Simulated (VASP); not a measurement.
# Be2CdS2 (Cmmm) in VASP: a series of runs

Runs on Be2CdS2. Level: PBE. Tasks: relaxation of cell and atoms, single point.

Everything below comes from runs of VASP 6.6.1. Logs are shortened: lines on timing, memory, paths and dates and some standing lists are left out, and cuts for length are marked.

## 1. The cell of the first run

The structure is orthorhombic, space group Cmmm (No. 65). The conventional cell has a = 3.418 Å, b = 12.859 Å, c = 3.453 Å, α = 90.00°, β = 90.00°, γ = 90.00°. Be (site symmetry m2m) has 6 S at 2.55 to 2.56 Å and 4 Cd at 3.08 Å and 6 Be at 3.16 to 3.45 Å within 3.5 Å. Cd (site symmetry mmm) has 2 S at 2.65 Å and 8 Be at 3.08 Å and 4 Cd at 3.42 to 3.45 Å within 3.5 Å. Within 2.7 Å of S (site symmetry m2m) lie 2 S at 2.05 Å and 6 Be at 2.55 to 2.56 Å and 1 Cd at 2.65 Å.

The cell was generated, and may not be a known phase.

## 2. Relaxation of cell and atoms, PBE

Contents of INCAR:

```
SYSTEM = Be2CdS2
PREC     = Accurate       ! precision mode
ENCUT    = 600            ! plane-wave cutoff, eV
EDIFF    = 1E-6           ! SCF threshold, eV
ISMEAR   = 0              ! smearing method
SIGMA    = 0.1            ! smearing width, eV
LREAL    = .FALSE.        ! projectors in reciprocal space
LASPH    = .TRUE.         ! aspherical terms in the spheres
NELM     = 100            ! most SCF steps
ALGO     = Normal         ! electronic algorithm
ISIF     = 3              ! what is computed and relaxed
LWAVE    = .FALSE.        ! write WAVECAR
LCHARG   = .FALSE.        ! write CHGCAR
GGA      = PE             ! functional
IBRION   = 2              ! ionic algorithm
NSW      = 90             ! ionic steps
EDIFFG   = -0.04          ! ionic threshold
```

Contents of KPOINTS:

```
regular mesh
0
G
  6 6 6
  0 0 0
```

Contents of POSCAR:

```
Be2CdS2
1.0
    1.7089049600     -6.4295855600      0.0000000000
    1.7089049600      6.4295855600      0.0000000000
    0.0000000000      0.0000000000      3.4529503100
Be Cd S
2 1 2
Direct
    0.8531400000      0.1468600000      0.0000000000
    0.1468600000      0.8531400000      0.0000000000
    0.5000000000      0.5000000000      0.5000000000
    0.7059900000      0.2940100000      0.5000000000
    0.2940100000      0.7059900000      0.5000000000
```

Potentials or basis: VASP PAW PBE potentials, release 64 (Be, Cd, S).

The run is started by

```bash
cat potpaw_PBE.64/Be/POTCAR potpaw_PBE.64/Cd/POTCAR potpaw_PBE.64/S/POTCAR > POTCAR
mpirun -np 1 vasp_std > vasp.out
```

OUTCAR:

```text
SYSTEM = Be2CdS2
   PREC = Accurate
   ENCUT = 600
   EDIFF = 1E-6
   ISMEAR = 0
   LREAL = .FALSE.
   LASPH = .TRUE.
   NELM = 100
   ISIF = 3
   GGA = PE
   IBRION = 2
   NSW = 90
   EDIFFG = -0.04

 ion  position               nearest neighbor table
   1  0.853  0.147  0.000-   5 2.55   5 2.55   5 2.55   5 2.55   4 2.56   4 2.56   3 3.08   3 3.08
                             3 3.08   3 3.08
   2  0.147  0.853  0.000-   4 2.55   4 2.55   4 2.55   4 2.55   5 2.56   5 2.56   3 3.08   3 3.08
                             3 3.08   3 3.08
   3  0.500  0.500  0.500-   4 2.65   5 2.65   1 3.08   1 3.08   2 3.08   2 3.08   2 3.08   2 3.08
                             1 3.08   1 3.08
   4  0.706  0.294  0.500-   5 2.05   5 2.05   2 2.55   2 2.55   2 2.55   2 2.55   1 2.56   1 2.56
                             3 2.65
   5  0.294  0.706  0.500-   4 2.05   4 2.05   1 2.55   1 2.55   1 2.55   1 2.55   2 2.56   2 2.56
                             3 2.65

  LATTYP: Found a base centered orthorhombic cell.
 ALAT       =     3.4178099200
 B/A-ratio  =     3.7624009003
 C/A-ratio  =     1.0102815519

  Lattice vectors:

 A1 = (   1.7089049600,  -6.4295855600,   0.0000000000)
 A2 = (   1.7089049600,   6.4295855600,   0.0000000000)
 A3 = (   0.0000000000,   0.0000000000,   3.4529503100)

Analysis of symmetry for initial positions (statically):
=====================================================================
 Subroutine PRICEL returns:
 Original cell was already a primitive cell.

 Routine SETGRP: Setting up the symmetry group for a
 base centered orthorhombic supercell.

 Subroutine GETGRP returns: Found  8 space group operations
 (whereof  8 operations were pure point group operations)
 out of a pool of  8 trial point group operations.

The static configuration has the point symmetry D_2h.

Analysis of symmetry for dynamics (positions and initial velocities):
=====================================================================
 Subroutine PRICEL returns:
 Original cell was already a primitive cell.

 Routine SETGRP: Setting up the symmetry group for a
 base centered orthorhombic supercell.

 Subroutine GETGRP returns: Found  8 space group operations
 (whereof  8 operations were pure point group operations)
 out of a pool of  8 trial point group operations.

The dynamic configuration has the point symmetry D_2h.

 Subroutine INISYM returns: Found  8 space group operations
 (whereof  8 operations are pure point group operations),
 and found     1 'primitive' translations

----------------------------------------------------------------------------------------

                                     Primitive cell

  volume of cell :      75.8789

  direct lattice vectors                    reciprocal lattice vectors
     1.708904960 -6.429585560  0.000000000     0.292585025 -0.077765510  0.000000000
     1.708904960  6.429585560  0.000000000     0.292585025  0.077765510  0.000000000
     0.000000000  0.000000000  3.452950310     0.000000000  0.000000000  0.289607411

  length of vectors
     6.652813438  6.652813438  3.452950310     0.302743243  0.302743243  0.289607411

  position of ions in fractional coordinates (direct lattice)
     0.853140000  0.146860000  0.000000000
     0.146860000  0.853140000  0.000000000
     0.500000000  0.500000000  0.500000000
     0.705990000  0.294010000  0.500000000
     0.294010000  0.705990000  0.500000000

  ion indices of the primitive-cell ions
   primitive index   ion index
                 1           1
                 2           2
                 3           3
                 4           4
                 5           5

----------------------------------------------------------------------------------------

 KPOINTS: regular mesh

Automatic generation of k-mesh.
 Grid dimensions read from file:
 generate k-points for:    6    6    6

 Generating k-lattice:

  Cartesian coordinates                     Fractional coordinates (reciprocal lattice)
     0.048764171 -0.012960918  0.000000000     0.166666667  0.000000000  0.000000000
     0.048764171  0.012960918  0.000000000     0.000000000  0.166666667  0.000000000
     0.000000000  0.000000000  0.048267902     0.000000000  0.000000000  0.166666667

  Length of vectors
     0.050457207  0.050457207  0.048267902

  Shift w.r.t. Gamma in fractional coordinates (k-lattice)
     0.000000000  0.000000000  0.000000000

 Subroutine IBZKPT returns following result:
 ===========================================

 Found     52 irreducible k-points:

 Following reciprocal coordinates:
            Coordinates               Weight
  0.000000  0.000000  0.000000      1.000000
  0.166667 -0.000000  0.000000      4.000000
  0.333333 -0.000000  0.000000      4.000000
  0.500000 -0.000000  0.000000      2.000000
  0.166667  0.166667  0.000000      2.000000
  0.333333  0.166667  0.000000      4.000000
[... 16 lines left out ...]
  0.333333  0.333333  0.166667      4.000000
  0.500000  0.333333  0.166667      8.000000
 [... further k-points ...]
   k-points           NKPTS =     52   k-points in BZ     NKDIM =     52   number of bands    NBANDS=     18
   number of dos      NEDOS =    301   number of ions     NIONS =      5
   total plane-waves  NPLWV =  81648
   dimension x,y,z NGX =    54 NGY =   54 NGZ =   28
   dimension x,y,z NGXF=   108 NGYF=  108 NGZF=   56
   ions per type =               2   1   2
   NGX,Y,Z   is equivalent  to a cutoff of  13.49, 13.49, 13.48 a.u.
   NGXF,Y,Z  is equivalent  to a cutoff of  26.99, 26.99, 26.96 a.u.
 SYSTEM =  Be2CdS2
   PREC   = accura    normal or accurate (medium, high low for compatibility)
   ISTART =      0    job   : 0-new  1-cont  2-samecut
   ICHARG =      2    charge: 1-file 2-atom 10-const
   ISPIN  =      1    spin polarized calculation?
   LNONCOLLINEAR =      F non collinear calculations
   LSORBIT =      F    spin-orbit coupling
   LASPH  =      T    aspherical Exc in radial PAW
   ENCUT  =  600.0 eV  44.10 Ry    6.64 a.u.  13.29 13.29  6.90*2*pi/ulx,y,z
   NELM   =    100;   NELMIN=  2; NELMDL= -5     # of ELM steps
   EDIFF  = 0.1E-05   stopping-criterion for ELM
   LREAL  =      F    real-space projection
   EDIFFG = -.4E-01   stopping-criterion for IOM
   NSW    =     90    number of steps for IOM
   IBRION =      2    ionic relax: 0-MD 1-quasi-New 2-CG
   NFREE  =      1    steps in history (QN), initial steepest desc. (CG)
   ISIF   =      3    stress and relaxation
   ISYM   =      2    0-nonsym 1-usesym 2-fastsym
   POTIM  = 0.5000    time-step for ionic-motion
   TEBEG  =    0.0;   TEEND  =   0.0 temperature during run
   PSTRESS=    0.0 pullay stress
   NELECT =      28.0000    total number of electrons
   NUPDOWN=      -1.0000    fix difference up-down
   EMIN   =  10.00;   EMAX   =-10.00  energy-range for DOS
   EFERMI =   0.00;   METHOD = LEGACY
   ISMEAR =     0;   SIGMA  =   0.10  broadening in eV -4-tet -1-fermi 0-gaus
   EFERMI_NEDOS =   21; number of points for ismear=-14 and -15
   IALGO  =     38    algorithm
   IMIX   =      4    mixing-type and parameters
     AMIX     =   0.40;   BMIX     =  1.00
     AMIX_MAG =   1.60;   BMIX_MAG =  1.00
  volume/ion in A,a.u.               =      15.18       102.41
  Fermi-wavevector in a.u.,A,eV,Ry     =   1.174232  2.218976 18.759984  1.378820
  Thomas-Fermi vector in A             =   2.310632
   LORBIT       =      0    0 simple, 1 ext, 2 COOP (PROOUT), +10 PAW based schemes
   GGA     = PE    functional components
   LHFCALC =     F    Hartree Fock is set to
   AEXX    =    0.0000 exact exchange contribution
   IVDW    =     0    specifies the selected vdW correction
   LEPSILON=     F    determine dielectric tensor
   LRPA    =     F    only Hartree local field effects (RPA)
 conjugate gradient relaxation of ions
 non-spin polarized calculation
 Gauss-broadening in eV      SIGMA  =   0.10
  energy-cutoff  :      600.00
  volume of cell :       75.88
 maximum number of plane-waves:      2550
 NGX is ok and might be reduce to    54
   NGX = 27   NGY = 27   NGZ = 13

--------------------------------------- Ionic step        1  -------------------------------------------

 number of electron      28.0000004 magnetization

 Free energy of the ion-electron system (eV)
  ---------------------------------------------------
  ext. energy  EPLUGINS =         0.00000000
  ---------------------------------------------------
  free energy    TOTEN  =       -10.99383388 eV

  energy without entropy =      -10.98275978  energy(sigma->0) =      -10.98829683

------------------------ aborting loop because EDIFF is reached ----------------------------------------

  FORCE on cell =-STRESS in cart. coord.  units (eV):
  Direction    XX          YY          ZZ          XY          YZ          ZX
  --------------------------------------------------------------------------------------
  -------------------------------------------------------------------------------------
  Total       10.4746246      9.4140204     -4.4934845      0.0000000      0.0000000      0.0000000
  in kB      221.1708235    198.7762540    -94.8795499      0.0000000      0.0000000      0.0000000
  external PRESSURE =     108.3558425 kB  Pullay stress =       0.0000000 kB
[... 1112 lines left out ...]
      4      -3.4068      2.00000
      5      -3.0858      2.00000
      6      -3.0281      2.00000
[... 10 lines left out ...]
     17      10.2598      0.00000
     18      11.2095      0.00000

 [... further k-points ...]

[... ionic steps 4 to 19 ...]

--------------------------------------- Ionic step       20  -------------------------------------------

 number of electron      28.0000014 magnetization

------------------------ aborting loop because EDIFF is reached ----------------------------------------

  FORCE on cell =-STRESS in cart. coord.  units (eV):
  Direction    XX          YY          ZZ          XY          YZ          ZX
  --------------------------------------------------------------------------------------
  -------------------------------------------------------------------------------------
  Total        0.2478143      0.1319664      0.3743663      0.0000000      0.0000000      0.0000000
  in kB        4.1699554      2.2205912      6.2994390      0.0000000      0.0000000      0.0000000
  external PRESSURE =       4.2299952 kB  Pullay stress =       0.0000000 kB
[... 63 lines left out ...]
  energy  without entropy=      -17.2039876537  energy(sigma->0) =      -17.20684003

--------------------------------------- Ionic step       22  -------------------------------------------

 number of electron      28.0000020 magnetization

 Free energy of the ion-electron system (eV)
  ---------------------------------------------------
  ext. energy  EPLUGINS =         0.00000000
  ---------------------------------------------------
  free energy    TOTEN  =       -17.21025286 eV

  energy without entropy =      -17.20495150  energy(sigma->0) =      -17.20760218

 E-fermi :   3.6266     XC(G=0):  -9.1344

 val. band max:        3.6092516930   @ k =   0.1667  -0.0000   0.5000
 cond. band min:       3.6580675167   @ k =   0.5000  -0.0000   0.1667
 fundamental gap:      0.0488158237
 Fermi energy:         3.6266060849

 k-point     1 :       0.0000    0.0000    0.0000
  band No.  band energies     occupation
      1     -11.4370      2.00000
      2     -11.3275      2.00000
      3      -5.4793      2.00000
      4      -5.1807      2.00000
      5      -4.5838      2.00000
      6      -4.5829      2.00000
[... 527 lines left out ...]
  FREE ENERGIE OF THE ION-ELECTRON SYSTEM (eV)
  ---------------------------------------------------
  free  energy   TOTEN  =       -17.2102528587 eV

  energy  without entropy=      -17.2049515017  energy(sigma->0) =      -17.20760218

 reached required accuracy - stopping structural energy minimisation
```

Run time: 47 min. Hardware: 1 thread of Intel Xeon 8259CL, shared host; peak memory 0.36 GiB.

What came out:

```yaml
Free_energy: -17.2103 eV
Relaxed_volume: 19.16 Å³/atom
Relaxed_cell: a = 10.253 Å, b = 10.253 Å, c = 3.073 Å, α = 90.00°, β = 90.00°, γ = 162.75°
Space_group_after_relaxing_to_0.1_Å: Cmmm (No. 65)
Energy_gained_by_relaxing: 1243.3 meV/atom
Ionic_steps: 22
Pressure_after_relaxing: 0.0 GPa
Largest_force_after_relaxing: 0.025 eV/Å
Band_gap_on_the_k_mesh: zero (bands 14 and 15 overlap by 0.73 eV)
```

Forces on the atoms (eV/Å):
```
Be   0.000  0.025  0.000
Be   0.000 -0.025  0.000
Cd   0.000  0.000  0.000
S    0.000 -0.025  0.000
S    0.000  0.025  0.000
```

The path:
| step | energy change (eV) | largest force (eV/Å) | pressure (GPa) | volume (Å³) |
| --- | --- | --- | --- | --- |
| 1 | 0.0000 | 4.2520 | 10.84 | 75.88 |
| 2 | -2.6265 | 2.7521 | -4.54 | 87.19 |
| 3 | -2.8435 | 2.0533 | -6.96 | 90.57 |
| 4 | -4.1172 | 0.9055 | -3.67 | 83.66 |
| 5 | -4.6789 | 0.2664 | 3.14 | 77.78 |
| 6 | -5.4772 | 0.6597 | 7.05 | 76.33 |
| 7 | -5.5869 | 0.8480 | 10.65 | 75.32 |
| 8 | -5.9390 | 0.2870 | 3.72 | 81.93 |
| 9 | -6.0038 | 0.0860 | 0.83 | 85.93 |
| 10 | -6.0073 | 0.1071 | 0.11 | 87.14 |
| 11 | -6.1094 | 0.1610 | -0.07 | 88.85 |
| 12 | -6.1421 | 0.2101 | 0.24 | 90.82 |
| 13 | -6.1428 | 0.2065 | 0.18 | 90.63 |
| 14 | -6.1701 | 0.1950 | 0.67 | 91.53 |
| 15 | -6.1877 | 0.1678 | 1.45 | 92.99 |
| 16 | -6.2037 | 0.1605 | -0.22 | 96.17 |
| 17 | -6.2037 | 0.1601 | -0.23 | 96.16 |
| 18 | -6.2093 | 0.1139 | -0.24 | 96.14 |
| 19 | -6.2142 | 0.0474 | -0.34 | 96.08 |
| 20 | -6.2154 | 0.0393 | 0.42 | 95.22 |
| 21 | -6.2159 | 0.0287 | 0.17 | 95.51 |
| 22 | -6.2164 | 0.0251 | 0.02 | 95.78 |

Final structure:
```
Be Cd S
1.0
     1.53736  -10.13718    0.00000
     1.53736   10.13718    0.00000
     0.00000    0.00000    3.07283
Be Cd S
2 1 2
Direct
  0.84907 0.15093 0.00000
  0.15093 0.84907 0.00000
  0.50000 0.50000 0.50000
  0.65445 0.34555 0.50000
  0.34555 0.65445 0.50000
```

Caveat: the volume moved by over 15 % at a fixed basis, so the end points are rough; semilocal functionals underestimate gaps, and a narrow one can read as zero.

(Continued in part 2 of 2.)

The gap in the log of VASP goes by the Fermi energy; the results here count the filled bands.